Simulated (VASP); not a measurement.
Write the native input for VASP 6.6.1 that does the following.

```yaml
Task: single point
Functional: PBE
Potentials_or_basis: VASP PAW PBE potentials, release 64 (Zn, Ge_d, N)
Cutoff: 520 eV
k_mesh: 6 × 6 × 4
Occupations: gaussian, width 0.1 eV
Spin: no spin polarisation
Dipole_correction: no
Further_INCAR_settings: ALGO = Normal; EDIFF = 1e-06; NBANDS = 36
```

The structure of ZnGe2N3 lies in POSCAR:

```
ZnGe2N3
1.0
    3.2237791300      0.0000000000      0.0000000000
    0.0000000000      3.2237791300      0.0000000000
    0.0000000000      0.0000000000      7.0162904300
Zn Ge N
1 2 3
Direct
    0.5000000000      0.5000000000      0.6236239100
    0.5000000000      0.5000000000      0.2665635600
    0.0000000000      0.0000000000      0.7339377400
    0.5000000000      0.0000000000      0.9983087800
    0.0000000000      0.5000000000      0.9983087800
    0.0000000000      0.0000000000      0.3792572600
```

One way to write it, as run:

INCAR

```
PREC = Accurate
ENCUT = 520
EDIFF = 1E-6
ISMEAR = 0
SIGMA = 0.1
LREAL = False
LASPH = True
NELM = 100
ALGO = Normal
ISIF = 2
LWAVE = False
LCHARG = False
GGA = PE
NBANDS = 36
```

KPOINTS

```
Automatic mesh
0
Gamma
  6 6 4
```

Potentials or basis: VASP PAW PBE potentials, release 64 (Zn, Ge_d, N).

Run with:

```sh
$ cat potpaw_PBE.64/Zn/POTCAR potpaw_PBE.64/Ge_d/POTCAR potpaw_PBE.64/N/POTCAR > POTCAR
$ mpirun -np 1 vasp_std > vasp.out
```

Results of the run:

```
Pressure      : -3.3 GPa
Largest force : 2.519 eV/Å
```

Caveat: forces of over 1 eV/Å act on the atoms, so gaps and moduli don't describe the material at rest.

It took 61 s on 1 thread of Intel(R) Xeon(R) Platinum 8259CL CPU @ 2.50GHz (Skylake/Cascade Lake), on a shared host, peak memory 0.22 GiB.
